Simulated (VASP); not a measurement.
# ScCu (Pm-3m) in VASP: notebook

The runs below take ScCu through electric field gradients, with LDA.

Program: VASP 6.6.1. These are calculated values, not measurements. Logs are shortened: lines on timing, memory, paths and dates and some standing lists are left out, and cuts for length are marked.

**1. The cell of the first run**

It takes space group Pm-3m (No. 221, cubic). The conventional cell has a = 3.190 Å, b = 3.190 Å, c = 3.190 Å, α = 90.00°, β = 90.00°, γ = 90.00°. Sc (site symmetry m-3m) has 8 Cu at 2.76 Å and 6 Sc at 3.19 Å within 3.6 Å. Cu (site symmetry m-3m) has 8 Sc at 2.76 Å and 6 Cu at 3.19 Å within 3.6 Å.

**2. Electric field gradients, LDA (16.22 Å³/atom)**

INCAR

```
  PREC = Accurate
  ENCUT = 520
  EDIFF = 1E-8
  ISMEAR = -1
  SIGMA = 0.05
  LREAL = F
  LASPH = T
  NELM = 60
  ALGO = Normal
  ISIF = 2
  LWAVE = F
  LCHARG = F
  LEFG = T
  NBANDS = 18
```

KPOINTS

```
Automatic mesh
0
Gamma
  11 11 11
```

POSCAR

```
ScCu
1.0
    3.1895323700      0.0000000000      0.0000000000
    0.0000000000      3.1895323700      0.0000000000
    0.0000000000      0.0000000000      3.1895323700
Sc Cu
1 1
Direct
    0.5000000000      0.5000000000      0.5000000000
    0.0000000000      0.0000000000      0.0000000000
```

Potentials or basis: VASP PAW LDA potentials, release 64 (Sc_sv, Cu).

Started as:

```sh
$ cat potpaw_LDA.64/Sc_sv/POTCAR potpaw_LDA.64/Cu/POTCAR > POTCAR
$ mpirun -np 1 vasp_std > vasp.out
```

OUTCAR:

```text
PREC = Accurate
   ENCUT = 520
   EDIFF = 1E-8
   ISMEAR = -1
   LREAL = F
   LASPH = T
   NELM = 60
   ISIF = 2

 ion  position               nearest neighbor table
   1  0.500  0.500  0.500-   2 2.76   2 2.76   2 2.76   2 2.76   2 2.76   2 2.76   2 2.76   2 2.76

   2  0.000  0.000  0.000-   1 2.76   1 2.76   1 2.76   1 2.76   1 2.76   1 2.76   1 2.76   1 2.76

  LATTYP: Found a simple cubic cell.
 ALAT       =     3.1895323700

  Lattice vectors:

 A1 = (   3.1895323700,   0.0000000000,   0.0000000000)
 A2 = (   0.0000000000,   3.1895323700,   0.0000000000)
 A3 = (   0.0000000000,   0.0000000000,   3.1895323700)

Analysis of symmetry for initial positions (statically):
=====================================================================
 Subroutine PRICEL returns:
 Original cell was already a primitive cell.

 Routine SETGRP: Setting up the symmetry group for a
 simple cubic supercell.

 Subroutine GETGRP returns: Found 48 space group operations
 (whereof 48 operations were pure point group operations)
 out of a pool of 48 trial point group operations.

The static configuration has the point symmetry O_h .

Analysis of symmetry for dynamics (positions and initial velocities):
=====================================================================
 Subroutine PRICEL returns:
 Original cell was already a primitive cell.

 Routine SETGRP: Setting up the symmetry group for a
 simple cubic supercell.

 Subroutine GETGRP returns: Found 48 space group operations
 (whereof 48 operations were pure point group operations)
 out of a pool of 48 trial point group operations.

The dynamic configuration has the point symmetry O_h .

 Subroutine INISYM returns: Found 48 space group operations
 (whereof 48 operations are pure point group operations),
 and found     1 'primitive' translations

----------------------------------------------------------------------------------------

                                     Primitive cell

  volume of cell :      32.4475

  direct lattice vectors                    reciprocal lattice vectors
     3.189532370  0.000000000  0.000000000     0.313525584  0.000000000  0.000000000
     0.000000000  3.189532370  0.000000000     0.000000000  0.313525584  0.000000000
     0.000000000  0.000000000  3.189532370     0.000000000  0.000000000  0.313525584

  length of vectors
     3.189532370  3.189532370  3.189532370     0.313525584  0.313525584  0.313525584

  position of ions in fractional coordinates (direct lattice)
     0.500000000  0.500000000  0.500000000
     0.000000000  0.000000000  0.000000000

  ion indices of the primitive-cell ions
   primitive index   ion index
                 1           1
                 2           2

----------------------------------------------------------------------------------------

 KPOINTS: Automatic mesh

Automatic generation of k-mesh.
 Grid dimensions read from file:
 generate k-points for:   11   11   11

 Generating k-lattice:

  Cartesian coordinates                     Fractional coordinates (reciprocal lattice)
     0.028502326  0.000000000  0.000000000     0.090909091  0.000000000  0.000000000
     0.000000000  0.028502326  0.000000000     0.000000000  0.090909091  0.000000000
     0.000000000  0.000000000  0.028502326     0.000000000  0.000000000  0.090909091

  Length of vectors
     0.028502326  0.028502326  0.028502326

  Shift w.r.t. Gamma in fractional coordinates (k-lattice)
     0.000000000  0.000000000  0.000000000

 Subroutine IBZKPT returns following result:
 ===========================================

 Found     56 irreducible k-points:

 Following reciprocal coordinates:
            Coordinates               Weight
  0.000000  0.000000  0.000000      1.000000
  0.090909  0.000000  0.000000      6.000000
  0.181818  0.000000  0.000000      6.000000
  0.272727  0.000000  0.000000      6.000000
  0.363636  0.000000  0.000000      6.000000
  0.454545  0.000000  0.000000      6.000000
[... 16 lines left out ...]
  0.181818  0.090909  0.090909     24.000000
  0.272727  0.090909  0.090909     24.000000
 [... further k-points ...]
   k-points           NKPTS =     56   k-points in BZ     NKDIM =     56   number of bands    NBANDS=     18
   number of dos      NEDOS =    301   number of ions     NIONS =      2
   total plane-waves  NPLWV =  13824
   dimension x,y,z NGX =    24 NGY =   24 NGZ =   24
   dimension x,y,z NGXF=    48 NGYF=   48 NGZF=   48
   ions per type =               1   1
   NGX,Y,Z   is equivalent  to a cutoff of  12.51, 12.51, 12.51 a.u.
   NGXF,Y,Z  is equivalent  to a cutoff of  25.02, 25.02, 25.02 a.u.
 SYSTEM =  unknown system
   PREC   = accura    normal or accurate (medium, high low for compatibility)
   ISTART =      0    job   : 0-new  1-cont  2-samecut
   ICHARG =      2    charge: 1-file 2-atom 10-const
   ISPIN  =      1    spin polarized calculation?
   LNONCOLLINEAR =      F non collinear calculations
   LSORBIT =      F    spin-orbit coupling
   LASPH  =      T    aspherical Exc in radial PAW
   ENCUT  =  520.0 eV  38.22 Ry    6.18 a.u.   5.93  5.93  5.93*2*pi/ulx,y,z
   NELM   =     60;   NELMIN=  2; NELMDL= -5     # of ELM steps
   EDIFF  = 0.1E-07   stopping-criterion for ELM
   LREAL  =      F    real-space projection
   EDIFFG = 0.1E-06   stopping-criterion for IOM
   NSW    =      0    number of steps for IOM
   IBRION =     -1    ionic relax: 0-MD 1-quasi-New 2-CG
   NFREE  =      0    steps in history (QN), initial steepest desc. (CG)
   ISIF   =      2    stress and relaxation
   ISYM   =      2    0-nonsym 1-usesym 2-fastsym
   POTIM  = 0.5000    time-step for ionic-motion
   TEBEG  =    0.0;   TEEND  =   0.0 temperature during run
   PSTRESS=    0.0 pullay stress
   NELECT =      22.0000    total number of electrons
   NUPDOWN=      -1.0000    fix difference up-down
   EMIN   =  10.00;   EMAX   =-10.00  energy-range for DOS
   EFERMI =   0.00;   METHOD = LEGACY
   ISMEAR =    -1;   SIGMA  =   0.05  broadening in eV -4-tet -1-fermi 0-gaus
   EFERMI_NEDOS =   21; number of points for ismear=-14 and -15
   IALGO  =     38    algorithm
   IMIX   =      4    mixing-type and parameters
     AMIX     =   0.40;   BMIX     =  1.00
     AMIX_MAG =   1.60;   BMIX_MAG =  1.00
  volume/ion in A,a.u.               =      16.22       109.48
  Fermi-wavevector in a.u.,A,eV,Ry     =   1.438209  2.717821 28.142910  2.068446
  Thomas-Fermi vector in A             =   2.557201
   LORBIT       =      0    0 simple, 1 ext, 2 COOP (PROOUT), +10 PAW based schemes
   GGA     = CA    functional components
   LHFCALC =     F    Hartree Fock is set to
   AEXX    =    0.0000 exact exchange contribution
   IVDW    =     0    specifies the selected vdW correction
   LEPSILON=     F    determine dielectric tensor
   LRPA    =     F    only Hartree local field effects (RPA)
 non-spin polarized calculation
  energy-cutoff  :      520.00
  volume of cell :       32.45
 maximum number of plane-waves:       895
 NGX is ok and might be reduce to    24
   NGX = 11   NGY = 11   NGZ = 11

 number of electron      22.0000035 magnetization

 Free energy of the ion-electron system (eV)
  ---------------------------------------------------
  ext. energy  EPLUGINS =         0.00000000
  ---------------------------------------------------
  free energy    TOTEN  =       -11.96432437 eV

  energy without entropy =      -11.95044705  energy(sigma->0) =      -11.95738571

 E-fermi :   5.8072     XC(G=0): -11.7361

 val. band max:        5.7961413037   @ k =   0.2727   0.0909   0.0909
 cond. band min:       5.8182265441   @ k =   0.3636   0.2727   0.2727
 fundamental gap:      0.0220852404
 Fermi energy:         5.8072287890

 k-point     1 :       0.0000    0.0000    0.0000
  band No.  band energies     occupation
      1     -43.1329      2.00000
      2     -21.9793      2.00000
      3     -21.9793      2.00000
      4     -21.9793      2.00000
      5      -1.4868      2.00000
      6       1.6839      2.00000
[... 10 lines left out ...]
     17      12.9128      0.00000
     18      12.9128      0.00000

 k-point     2 :       0.0909    0.0000    0.0000
  band No.  band energies     occupation
      1     -43.1305      2.00000
      2     -22.0036      2.00000
      3     -21.9773      2.00000
      4     -21.9773      2.00000
      5      -1.3439      2.00000
      6       1.7163      2.00000
[... 10 lines left out ...]
     17      13.2912      0.00000
     18      13.2912      0.00000
[... 442 lines left out ...]
 k-point    24 :       0.2727    0.0909    0.0909
  band No.  band energies     occupation
      1     -43.1111      2.00000
      2     -22.1467      2.00000
      3     -21.9873      2.00000
      4     -21.9850      2.00000
      5      -0.0372      2.00000
      6       1.9759      2.00000
[... 10 lines left out ...]
     17      14.6448      0.00000
     18      14.7952      0.00000

 [... further k-points ...]
[... 5 lines left out ...]
  --------------------------------------------------------------------------------------
  -------------------------------------------------------------------------------------
  Total       -0.3610638     -0.3610638     -0.3610638     -0.0000000      0.0000000      0.0000000
  in kB      -17.8284484    -17.8284484    -17.8284484     -0.0000000      0.0000000      0.0000000
  external PRESSURE =     -17.8284484 kB  Pullay stress =       0.0000000 kB

 VOLUME and BASIS-vectors are now :
 -----------------------------------------------------------------------------
  energy-cutoff  :      520.00
  volume of cell :       32.45
      direct lattice vectors                 reciprocal lattice vectors
     3.189532370  0.000000000  0.000000000     0.313525584  0.000000000  0.000000000
     0.000000000  3.189532370  0.000000000     0.000000000  0.313525584  0.000000000
     0.000000000  0.000000000  3.189532370     0.000000000  0.000000000  0.313525584

 POSITION                                       TOTAL-FORCE (eV/Angst)
 -----------------------------------------------------------------------------------
      1.59477      1.59477      1.59477         0.000000      0.000000      0.000000
      0.00000      0.00000      0.00000         0.000000      0.000000      0.000000
 -----------------------------------------------------------------------------------
    total drift:                                0.000000      0.000000     -0.000000

  FREE ENERGIE OF THE ION-ELECTRON SYSTEM (eV)
  ---------------------------------------------------
  free  energy   TOTEN  =       -11.9643243748 eV

  energy  without entropy=      -11.9504470457  energy(sigma->0) =      -11.95738571

 Electric field gradients (V/A^2)
---------------------------------------------------------------------
 ion       V_xx      V_yy      V_zz      V_xy      V_xz      V_yz
---------------------------------------------------------------------
   1      -0.000    -0.000    -0.000    -0.000    -0.000    -0.000
   2      -0.000    -0.000     0.000     0.000     0.000    -0.000
---------------------------------------------------------------------

 Electric field gradients after diagonalization (V/A^2)
 (convention: |V_zz| > |V_xx| > |V_yy|)
----------------------------------------------------------------------
 ion       V_xx      V_yy      V_zz     asymmetry (V_yy - V_xx)/ V_zz
----------------------------------------------------------------------
   1      -0.000    -0.000    -0.000      -0.063
   2      -0.000    -0.000     0.000       0.075
----------------------------------------------------------------------

           NMR quadrupolar parameters

 Cq : quadrupolar parameter    Cq=e*Q*V_zz/h
 eta: asymmetry parameters     (V_yy - V_xx)/ V_zz
 Q  : nuclear electric quadrupole moment in mb (millibarn)
----------------------------------------------------------------------
 ion       Cq(MHz)       eta       Q (mb)
----------------------------------------------------------------------
   1      -0.000      -0.063       1.000
   2       0.000       0.075       1.000
----------------------------------------------------------------------
```

Run time: 33 s. Hardware: 1 thread of Intel Xeon 8259CL, shared host; peak memory 0.15 GiB.

What came out:

| Item | Value |
| --- | --- |
| Free energy | -11.9643 eV |
| Pressure | -1.8 GPa |
| Band gap on the k mesh | zero (bands 11 and 12 overlap by 1.99 eV) |
| Largest electric field gradient by atom | under 0.05 V/Å² on every atom |

**3. Electric field gradients, LDA (16.22 Å³/atom)**

INCAR

```
SYSTEM = ScCu
PREC     = Accurate       ! precision mode
ENCUT    = 520            ! plane-wave cutoff, eV
EDIFF    = 1E-8           ! SCF threshold, eV
ISMEAR   = -1             ! smearing method
SIGMA    = 0.05           ! smearing width, eV
LREAL    = .FALSE.        ! projectors in reciprocal space
LASPH    = .TRUE.         ! aspherical terms in the spheres
NELM     = 80             ! most SCF steps
ALGO     = Normal         ! electronic algorithm
ISIF     = 2              ! what is computed and relaxed
LWAVE    = .FALSE.        ! write WAVECAR
LCHARG   = .FALSE.        ! write CHGCAR
GGA      = CA             ! functional
LEFG     = .TRUE.       
NBANDS   = 18             ! bands
```

KPOINTS

```
regular mesh
0
G
  11 11 11
  0 0 0
```

POSCAR is that of step 2.

Potentials or basis: VASP PAW LDA potentials, release 64 (Sc_sv, Cu).

Started as:

```sh
$ cat potpaw_LDA.64/Sc_sv/POTCAR potpaw_LDA.64/Cu/POTCAR > POTCAR
$ mpirun -np 1 vasp_std > vasp.out
```

OUTCAR:

```text
SYSTEM = ScCu
   PREC = Accurate
   ENCUT = 520
   EDIFF = 1E-8
   ISMEAR = -1
   LREAL = .FALSE.
   LASPH = .TRUE.
   NELM = 80
   ISIF = 2
   GGA = CA

 ion  position               nearest neighbor table
   1  0.500  0.500  0.500-   2 2.76   2 2.76   2 2.76   2 2.76   2 2.76   2 2.76   2 2.76   2 2.76

   2  0.000  0.000  0.000-   1 2.76   1 2.76   1 2.76   1 2.76   1 2.76   1 2.76   1 2.76   1 2.76

  LATTYP: Found a simple cubic cell.
 ALAT       =     3.1895323700

  Lattice vectors:

 A1 = (   3.1895323700,   0.0000000000,   0.0000000000)
 A2 = (   0.0000000000,   3.1895323700,   0.0000000000)
 A3 = (   0.0000000000,   0.0000000000,   3.1895323700)

Analysis of symmetry for initial positions (statically):
=====================================================================
 Subroutine PRICEL returns:
 Original cell was already a primitive cell.

 Routine SETGRP: Setting up the symmetry group for a
 simple cubic supercell.

 Subroutine GETGRP returns: Found 48 space group operations
[... 693 lines left out ...]
     3.189532370  0.000000000  0.000000000     0.313525584  0.000000000  0.000000000
     0.000000000  3.189532370  0.000000000     0.000000000  0.313525584  0.000000000
     0.000000000  0.000000000  3.189532370     0.000000000  0.000000000  0.313525584

 POSITION                                       TOTAL-FORCE (eV/Angst)
 -----------------------------------------------------------------------------------
      1.59477      1.59477      1.59477         0.000000      0.000000      0.000000
      0.00000      0.00000      0.00000         0.000000      0.000000      0.000000
 -----------------------------------------------------------------------------------
    total drift:                                0.000000      0.000000     -0.000000

  FREE ENERGIE OF THE ION-ELECTRON SYSTEM (eV)
  ---------------------------------------------------
  free  energy   TOTEN  =       -11.9643243748 eV

  energy  without entropy=      -11.9504470457  energy(sigma->0) =      -11.95738571

 Electric field gradients (V/A^2)
---------------------------------------------------------------------
 ion       V_xx      V_yy      V_zz      V_xy      V_xz      V_yz
---------------------------------------------------------------------
   1      -0.000    -0.000    -0.000    -0.000    -0.000    -0.000
   2      -0.000    -0.000     0.000     0.000     0.000    -0.000
---------------------------------------------------------------------

 Electric field gradients after diagonalization (V/A^2)
 (convention: |V_zz| > |V_xx| > |V_yy|)
----------------------------------------------------------------------
 ion       V_xx      V_yy      V_zz     asymmetry (V_yy - V_xx)/ V_zz
----------------------------------------------------------------------
   1      -0.000    -0.000    -0.000      -0.063
   2      -0.000    -0.000     0.000       0.075
----------------------------------------------------------------------

           NMR quadrupolar parameters

 Cq : quadrupolar parameter    Cq=e*Q*V_zz/h
 eta: asymmetry parameters     (V_yy - V_xx)/ V_zz
 Q  : nuclear electric quadrupole moment in mb (millibarn)
----------------------------------------------------------------------
 ion       Cq(MHz)       eta       Q (mb)
----------------------------------------------------------------------
   1      -0.000      -0.063       1.000
   2       0.000       0.075       1.000
----------------------------------------------------------------------
```

OSZICAR:

```text
N       E                     dE             d eps       ncg     rms          rms(c)
DAV:   1     0.206836279132E+03    0.20684E+03   -0.11151E+04  2128   0.171E+03
DAV:   2    -0.512128396644E+01   -0.21196E+03   -0.20661E+03  2048   0.407E+02
DAV:   3    -0.139197609938E+02   -0.87985E+01   -0.86523E+01  2752   0.116E+02
DAV:   4    -0.140543701442E+02   -0.13461E+00   -0.13416E+00  2986   0.136E+01
DAV:   5    -0.140561229336E+02   -0.17528E-02   -0.17525E-02  2768   0.133E+00    0.126E+01
DAV:   6    -0.136178366965E+02    0.43829E+00   -0.21851E+01  2052   0.104E+02    0.758E+00
DAV:   7    -0.120203574781E+02    0.15975E+01   -0.59986E+00  2646   0.491E+01    0.149E+00
DAV:   8    -0.119823588606E+02    0.37999E-01   -0.21575E-01  3178   0.451E+00    0.105E+00
DAV:   9    -0.119714832636E+02    0.10876E-01   -0.11520E-01  2948   0.768E+00    0.562E-01
DAV:  10    -0.119643999053E+02    0.70834E-02   -0.30355E-02  2868   0.375E+00    0.872E-02
DAV:  11    -0.119643204587E+02    0.79447E-04   -0.71193E-04  3356   0.496E-01    0.197E-02
DAV:  12    -0.119643244428E+02   -0.39841E-05   -0.25625E-05  3244   0.551E-02    0.444E-03
DAV:  13    -0.119643245347E+02   -0.91859E-07   -0.14535E-06  3148   0.181E-02    0.303E-03
DAV:  14    -0.119643243899E+02    0.14474E-06   -0.23785E-07  3320   0.103E-02    0.107E-03
DAV:  15    -0.119643243763E+02    0.13668E-07   -0.10180E-07  3284   0.629E-03    0.338E-04
DAV:  16    -0.119643243748E+02    0.14938E-08   -0.37896E-09  1112   0.115E-03
   1 F= -.11964324E+02 E0= -.11957386E+02  d E =-.138773E-01
```

It took 36 s on 1 thread of Intel Xeon 8259CL, shared host; peak memory 0.15 GiB.

Results:

- Free energy: -11.9643 eV
- Pressure: -1.8 GPa
- Band gap on the k mesh: zero (bands 11 and 12 overlap by 1.99 eV)
- Largest electric field gradient by atom: under 0.05 V/Å² on every atom

(Continued in part 2 of 2.)

The gap in the log of VASP goes by the Fermi energy; the results here count the filled bands.